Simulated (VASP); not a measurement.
# Mg32O31 (a cell with a defect) in VASP: further runs

The runs below take Mg32O31 (a cell with a defect) through single point, with PBEsol.

Program: VASP 6.6.1. These are calculated values, not measurements. Logs are shortened: lines on timing, memory, paths and dates and some standing lists are left out, and cuts for length are marked.

## 1. The cell of the first run

The cell holds a defect, 63 atoms: a = 8.881 Å, b = 8.881 Å, c = 8.881 Å, α = 90.00°, β = 90.00°, γ = 90.00°.

## 2. Single point, PBEsol

Input file INCAR:

```
ALGO     = Normal         # electronic algorithm
EDIFF    = 1E-6           # SCF threshold, eV
ENCUT    = 520            # plane-wave cutoff, eV
GGA      = PS             # functional
ISIF     = 2              # what is computed and relaxed
ISMEAR   = 0              # smearing method
LASPH    = T              # aspherical terms in the spheres
LCHARG   = F              # write CHGCAR
LREAL    = Auto         
LWAVE    = F              # write WAVECAR
NBANDS   = 162            # bands
NELM     = 60             # most SCF steps
PREC     = Accurate       # precision mode
SIGMA    = 0.05           # smearing width, eV
```

Input file KPOINTS:

```
k-points
0
Gamma
  1 1 1
```

Input file POSCAR:

```
Mg32O31
1.0
    8.8806000000      0.0000000000      0.0000000000
    0.0000000000      8.8806000000      0.0000000000
    0.0000000000      0.0000000000      8.8806000000
Mg O
32 31
Direct
    0.4964092644      0.0004474999      0.0000355966
    0.7497297320      0.2534187305     -0.0000934977
    0.7495289159      0.0003600843      0.2375548643
    0.0027713432      0.0003932826      0.0000444719
    0.2496431785      0.2512562440      0.0000277300
    0.4987007956      0.5003262259      0.0000179917
    0.7496265986      0.7472598487     -0.0000856060
    0.2495176312      0.0005014706      0.2468937485
    0.4996220160      0.2502971469      0.2500758433
    0.7495203902      0.5003508903      0.2466997510
    0.4872366048      0.0004100807      0.4999619837
    0.7496009203      0.2627072957      0.5000214837
    0.7497011658      0.0004744982      0.7624334802
    0.0006182681      0.5002441296     -0.0000960741
    0.2496031973      0.7495035775     -0.0000269948
   -0.0004423704      0.2504554084      0.2501447745
    0.2496178147      0.5003385716      0.2489739188
    0.4994705135      0.7504575864      0.2499426100
    0.0120545470      0.0003573668      0.5000029067
    0.2497009579      0.2535870519      0.4999594606
    0.4965260106      0.5003253702      0.4999048096
    0.7494113744      0.7379044026      0.4999619279
    0.2496609562      0.0003666649      0.7530673657
    0.4995993193      0.2503809731      0.7499943622
    0.7495848040      0.5003651013      0.7530585512
   -0.0004357823      0.7503236721      0.2499610567
    0.0027654246      0.5004454530      0.4999939285
    0.2496461961      0.7472732820      0.4999405110
   -0.0001728171      0.2504142933      0.7498855375
    0.2497732179      0.5004113992      0.7509573168
    0.4995939818      0.7504746888      0.7500114373
   -0.0003932035      0.7502720588      0.7499768902
    0.7495591432      0.2510396234      0.2493944073
   -0.0005210784      0.5003533040      0.2501348075
    0.0001861022      0.2510774303      0.5000859070
    0.2495589518      0.2502731806      0.2501629742
    0.4996594487      0.5002945238      0.2500547586
    0.7495944978      0.7497607574      0.2493524604
    0.0003618712      0.0003682428      0.2495098674
    0.4988616000      0.2509432049      0.5000074229
    0.7494189677      0.5003543102      0.5001374800
    0.0002715458      0.7496382077      0.5000326930
    0.7495236541      0.2510031226      0.7506270239
   -0.0004623849      0.5003012771      0.7500244110
   -0.0004742378      0.2502465962      0.0000076064
    0.2497093192      0.7504050663      0.2500563111
    0.4989610611      0.0004190108      0.2494074632
    0.2496951684      0.5003527219      0.4999938027
    0.4990536524      0.7497356288      0.5000043343
    0.2495321542      0.2503353456      0.7499424575
    0.4995234021      0.5003618979      0.7499709453
    0.7495372251      0.7498092900      0.7507529553
    0.0002479019      0.0003675420      0.7505611804
    0.4995720039      0.2502400273      0.0000595543
    0.7495068835      0.5003622272      0.0000075845
   -0.0004739490      0.7503936462      0.0000097603
    0.2496855469      0.0003223789      0.5000802541
    0.2495899873      0.7504348845      0.7500171078
    0.4989096632      0.0004080557      0.7506401777
    0.2495196536      0.5002935877      0.0001383109
    0.4996660455      0.7505214516      0.0000162666
    0.7496138884      0.0004993573      0.0000465235
    0.2495287441      0.0003787495      0.0001372536
```

Potentials or basis: VASP PAW PBE potentials, release 64 (Mg, O).

Launch:

```bash
$ cat potpaw_PBE.64/Mg/POTCAR potpaw_PBE.64/O/POTCAR > POTCAR
$ mpirun -np 1 vasp_gam > vasp.out
```

OUTCAR:

```text
EDIFF = 1E-6
   ENCUT = 520
   GGA = PS
   ISIF = 2
   ISMEAR = 0
   LASPH = T
   LREAL = Auto
   NELM = 60
   PREC = Accurate

 ion  position               nearest neighbor table
   1  0.496  0.000  0.000-  63 2.19  47 2.21  59 2.21  54 2.22  61 2.22  62 2.25   3 3.08  13 3.08
                            23 3.10   8 3.10   5 3.12  15 3.13   9 3.14  18 3.14  24 3.14  31 3.14
   2  0.750  0.253  1.000-  55 2.19  43 2.21  33 2.22  45 2.22  54 2.22  62 2.25  13 3.08   3 3.08
                            10 3.10  25 3.10  14 3.13   6 3.13  24 3.14  16 3.14  29 3.14   9 3.14
   3  0.750  0.000  0.238-  62 2.11  47 2.23  38 2.23  33 2.23  39 2.23   1 3.08   2 3.08   7 3.08
                             4 3.08   9 3.14  18 3.14  26 3.14  16 3.14  11 3.29  12 3.30  22 3.30
   4  0.003  0.000  0.000-  63 2.19  39 2.22  53 2.22  45 2.22  56 2.22  62 2.25  13 3.08   3 3.08
                             8 3.10  23 3.10  15 3.13   5 3.13  26 3.14  16 3.14  29 3.14  32 3.14
   5  0.250  0.251  0.000-  60 2.21  54 2.22  50 2.22  45 2.22  36 2.22  63 2.23   1 3.12   8 3.12
                             4 3.13  23 3.13  14 3.13  17 3.13   6 3.13  30 3.13  29 3.14  24 3.14
   6  0.499  0.500  0.000-  60 2.21  37 2.22  51 2.22  54 2.22  61 2.22  55 2.23  10 3.12  25 3.13
                             7 3.13   2 3.13  30 3.13  17 3.13   5 3.13  15 3.13  24 3.14  18 3.14
   7  0.750  0.747  1.000-  55 2.19  52 2.21  38 2.22  56 2.22  61 2.22  62 2.25  13 3.08   3 3.08
                            10 3.10  25 3.10   6 3.13  14 3.13  32 3.14  31 3.14  26 3.14  18 3.14
   8  0.250  0.001  0.247-  63 2.19  39 2.21  47 2.22  36 2.22  46 2.22  57 2.25  19 3.08  11 3.08
                             4 3.10   1 3.10   5 3.12  15 3.13   9 3.14  16 3.14  18 3.14  26 3.14
   9  0.500  0.250  0.250-  47 2.22  40 2.22  33 2.22  37 2.22  54 2.22  36 2.22  20 3.14  21 3.14
[... 76 lines left out ...]
  62  0.750  0.000  0.000-   3 2.11  13 2.11   2 2.25   4 2.25   1 2.25   7 2.25
  63  0.250  0.000  0.000-   8 2.19   4 2.19   1 2.19  23 2.19  15 2.23   5 2.23

  LATTYP: Found a simple cubic cell.
 ALAT       =     8.8806000000

  Lattice vectors:

 A1 = (   8.8806000000,   0.0000000000,   0.0000000000)
 A2 = (   0.0000000000,   8.8806000000,   0.0000000000)
 A3 = (   0.0000000000,   0.0000000000,   8.8806000000)

Analysis of symmetry for initial positions (statically):
=====================================================================
 Subroutine PRICEL returns:
 Original cell was already a primitive cell.

 Routine SETGRP: Setting up the symmetry group for a
 simple cubic supercell.

 Subroutine GETGRP returns: Found  1 space group operations
 (whereof  1 operations were pure point group operations)
 out of a pool of 48 trial point group operations.

The static configuration has the point symmetry C_1 .

Analysis of symmetry for dynamics (positions and initial velocities):
=====================================================================
 Subroutine PRICEL returns:
 Original cell was already a primitive cell.

 Routine SETGRP: Setting up the symmetry group for a
 simple cubic supercell.

 Subroutine GETGRP returns: Found  1 space group operations
 (whereof  1 operations were pure point group operations)
 out of a pool of 48 trial point group operations.

The dynamic configuration has the point symmetry C_1 .

 Subroutine INISYM returns: Found  1 space group operations
 (whereof  1 operations are pure point group operations),
 and found     1 'primitive' translations

----------------------------------------------------------------------------------------

                                     Primitive cell

  volume of cell :     700.3690

  direct lattice vectors                    reciprocal lattice vectors
     8.880600000  0.000000000  0.000000000     0.112605004  0.000000000  0.000000000
     0.000000000  8.880600000  0.000000000     0.000000000  0.112605004  0.000000000
     0.000000000  0.000000000  8.880600000     0.000000000  0.000000000  0.112605004

  length of vectors
[... 42 lines left out ...]
   PSTRESS=    0.0 pullay stress
   NELECT =     250.0000    total number of electrons
   NUPDOWN=      -1.0000    fix difference up-down
   EMIN   =  10.00;   EMAX   =-10.00  energy-range for DOS
   EFERMI =   0.00;   METHOD = LEGACY
   ISMEAR =     0;   SIGMA  =   0.05  broadening in eV -4-tet -1-fermi 0-gaus
   EFERMI_NEDOS =   21; number of points for ismear=-14 and -15
   IALGO  =     38    algorithm
   IMIX   =      4    mixing-type and parameters
     AMIX     =   0.40;   BMIX     =  1.00
     AMIX_MAG =   1.60;   BMIX_MAG =  1.00
  volume/ion in A,a.u.               =      11.12        75.02
  Fermi-wavevector in a.u.,A,eV,Ry     =   1.161304  2.194546 18.349179  1.348627
  Thomas-Fermi vector in A             =   2.297877
   LORBIT       =      0    0 simple, 1 ext, 2 COOP (PROOUT), +10 PAW based schemes
   GGA     = PS    functional components
   LHFCALC =     F    Hartree Fock is set to
   AEXX    =    0.0000 exact exchange contribution
   IVDW    =     0    specifies the selected vdW correction
   LEPSILON=     F    determine dielectric tensor
   LRPA    =     F    only Hartree local field effects (RPA)
 non-spin polarized calculation
 Gauss-broadening in eV      SIGMA  =   0.05
  energy-cutoff  :      520.00
  volume of cell :      700.37
 maximum number of plane-waves:      9427
 NGX is ok and might be reduce to    70
   NGX = 33   NGY = 33   NGZ = 33

 number of electron     250.0000180 magnetization

 Free energy of the ion-electron system (eV)
  ---------------------------------------------------
  ext. energy  EPLUGINS =         0.00000000
  ---------------------------------------------------
  free energy    TOTEN  =      -382.31612836 eV

  energy without entropy =     -382.31612836  energy(sigma->0) =     -382.31612836

 E-fermi :   4.2136     XC(G=0): -10.5070

 val. band max:        3.9607313662   @ k =   0.0000   0.0000   0.0000
 cond. band min:       5.9109492638   @ k =   0.0000   0.0000   0.0000
 fundamental gap:      1.9502178976
 Fermi energy:         4.2136222983

 k-point     1 :       0.0000    0.0000    0.0000
  band No.  band energies     occupation
      1     -14.5473      2.00000
      2     -14.0659      2.00000
      3     -14.0657      2.00000
      4     -13.9689      2.00000
      5     -13.9686      2.00000
      6     -13.9681      2.00000
[... 129 lines left out ...]
    136       9.0756      0.00000
    137       9.0762      0.00000
 [bands above 137 left out]

------------------------ aborting loop because EDIFF is reached ----------------------------------------

  FORCE on cell =-STRESS in cart. coord.  units (eV):
  Direction    XX          YY          ZZ          XY          YZ          ZX
  --------------------------------------------------------------------------------------
  -------------------------------------------------------------------------------------
  Total      -73.0087266    -72.9894009    -72.9838607     -0.0099924      0.0029726      0.0008322
  in kB     -167.0161348   -166.9719252   -166.9592512     -0.0228589      0.0068003      0.0019038
  external PRESSURE =    -166.9824370 kB  Pullay stress =       0.0000000 kB

 VOLUME and BASIS-vectors are now :
 -----------------------------------------------------------------------------
  energy-cutoff  :      520.00
  volume of cell :      700.37
      direct lattice vectors                 reciprocal lattice vectors
     8.880600000  0.000000000  0.000000000     0.112605004  0.000000000  0.000000000
     0.000000000  8.880600000  0.000000000     0.000000000  0.112605004  0.000000000
     0.000000000  0.000000000  8.880600000     0.000000000  0.000000000  0.112605004

 POSITION                                       TOTAL-FORCE (eV/Angst)
 -----------------------------------------------------------------------------------
      4.40841      0.00397      0.00032        -0.000315     -0.000113     -0.001604
      6.65805      2.25051      8.87977        -0.004890      0.004937      0.004179
      6.65627      0.00320      2.10963         0.003333      0.001319      0.005333
      0.02461      0.00349      0.00039         0.002652      0.000935     -0.001440
      2.21698      2.23131      0.00025        -0.002567      0.006738      0.000932
      4.42876      4.44320      0.00016        -0.007841      0.000401      0.000646
[... 55 lines left out ...]
      6.65702      0.00443      0.00041         0.003400     -0.004361     -0.002291
      2.21596      0.00336      0.00122         0.003280     -0.000434     -0.007574
 -----------------------------------------------------------------------------------
    total drift:                                0.004573     -0.011099     -0.004998

  FREE ENERGIE OF THE ION-ELECTRON SYSTEM (eV)
  ---------------------------------------------------
  free  energy   TOTEN  =      -382.3161283580 eV

  energy  without entropy=     -382.3161283580  energy(sigma->0) =     -382.31612836
```

Wall time 6.3 min (1 thread of Intel Xeon 8259CL, shared host); peak memory 0.65 GiB.

What came out:

```
Free energy            : -382.3161 eV
Pressure               : -16.7 GPa
Largest force          : 0.028 eV/Å
Band gap on the k mesh : 1.95 eV
```

Forces in eV/Å, atoms in the order of the input:
```
Mg   0.000  0.000 -0.002
Mg  -0.005  0.005  0.004
Mg   0.003  0.001  0.005
Mg   0.003  0.001 -0.001
Mg  -0.003  0.007  0.001
Mg  -0.008  0.000  0.001
Mg  -0.002 -0.003  0.003
Mg   0.002 -0.005 -0.001
Mg  -0.007  0.011 -0.011
Mg   0.001  0.001  0.004
Mg   0.002  0.000  0.003
Mg   0.001  0.003  0.001
Mg  -0.003 -0.003 -0.003
Mg   0.003  0.004  0.004
Mg  -0.001 -0.006  0.003
Mg   0.007  0.004 -0.010
Mg   0.000  0.002 -0.001
Mg  -0.002 -0.010 -0.007
Mg  -0.005 -0.002  0.001
Mg  -0.003  0.000  0.002
Mg  -0.006  0.003  0.003
Mg   0.005  0.005  0.000
Mg  -0.003  0.001  0.003
Mg  -0.008  0.006  0.008
Mg  -0.002 -0.001  0.006
Mg   0.008 -0.007 -0.005
Mg   0.002 -0.002  0.000
Mg   0.000 -0.005  0.001
Mg  -0.001  0.006  0.010
Mg  -0.004 -0.001  0.004
Mg  -0.006 -0.009  0.008
Mg   0.007 -0.001  0.008
O    0.002 -0.016  0.015
O    0.003  0.000 -0.004
O   -0.014 -0.021 -0.004
O    0.001  0.002 -0.002
O    0.000  0.004 -0.002
O   -0.002  0.015  0.013
O   -0.024 -0.002  0.014
O    0.022 -0.017  0.000
O    0.006 -0.001 -0.003
O   -0.018  0.016  0.000
O    0.000 -0.015 -0.013
O    0.001  0.005 -0.004
O    0.001  0.003  0.001
O   -0.004  0.000  0.000
O    0.017  0.000  0.017
O   -0.004  0.002  0.000
O    0.014  0.017  0.000
O    0.004 -0.001  0.001
O    0.005  0.000  0.003
O    0.003  0.012 -0.018
O   -0.017 -0.001 -0.014
O    0.001  0.002 -0.003
O    0.004 -0.003 -0.003
O    0.002  0.002  0.001
O   -0.006  0.001 -0.003
O    0.002 -0.001 -0.001
O    0.017 -0.001 -0.015
O    0.005  0.002 -0.006
O   -0.001 -0.003  0.000
O    0.003 -0.004 -0.002
O    0.003  0.000 -0.008
```

Levels at points of the mesh, in eV from the valence-band top:
```tsv
k point	band 123	band 124	band 125	band 126	band 127	band 128
(0.00, 0.00, 0.00)	-2.09	-2.09	0.00	1.95	3.69	3.69
```

Caveat: the k points lie up to 0.71 Å⁻¹ apart; the PAW data sets were made with another functional, which shifts forces and pressure a little.

[end of part 1 of 2]
